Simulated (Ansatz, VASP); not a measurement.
## One calculation of AlP, two programs

```
Al P
1.0
     0.00000    2.71159    2.71159
     2.71159    0.00000    2.71159
     2.71159    2.71159    0.00000
Al P
1 1
Direct
  0.00000 0.00000 0.00000
  0.25000 0.25000 0.25000
```

Alike in both runs: task single point; functional r2SCAN; k mesh 6 × 6 × 6; no spin polarisation.

```csv
,VASP,Ansatz
version,VASP 6.6.1,Ansatz 0.2.0
potentials or method,"VASP PAW PBE potentials, release 64 (Al, P)","plane waves, PAW"
plane-wave cutoff (eV),550,500
occupations,"gaussian, width 0.01 eV",fixed
valence electrons in the cell,8,8
```

|  | VASP | Ansatz | Ansatz less VASP |
| --- | --- | --- | --- |
| gap on the k mesh at the Fermi level (eV) | 1.87 | 1.87 | -0.001 |
| pressure (GPa) | 2.6 | 3.0 | +0.33 |

VASP's potentials were made for PBE, not for r2SCAN.
